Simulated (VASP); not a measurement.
Input of a VASP 6.6.1 run:

File INCAR:

```
PREC = Accurate
ENCUT = 520
EDIFF = 1E-6
ISMEAR = 1
SIGMA = 0.05
LREAL = F
LASPH = T
NELM = 100
ALGO = Normal
ISIF = 2
LWAVE = F
LCHARG = F
GGA = PS
NBANDS = 16
```

KPOINTS

```
regular mesh
0
Gamma
  6 6 6
```

Contents of POSCAR:

```
TiRe
1.0
    2.9830018571      0.0000000000      0.0000000000
    0.0000000000      2.9830018571      0.0000000000
    0.0000000000      0.0000000000      2.9830018571
Ti Re
1 1
Direct
    0.0000000000      0.0000000000      0.0000000000
    0.5000000000      0.5000000000      0.5000000000
```

Potentials or basis: VASP PAW PBE potentials, release 64 (Ti_sv, Re).

The run is started by

```console
$ cat potpaw_PBE.64/Ti_sv/POTCAR potpaw_PBE.64/Re/POTCAR > POTCAR
$ mpirun -np 1 vasp_std > vasp.out
```

(1) What does it give for the pressure?

Answers

(1) 30.3 GPa.

Caveat: the PAW data sets were made with another functional, which shifts forces and pressure a little.
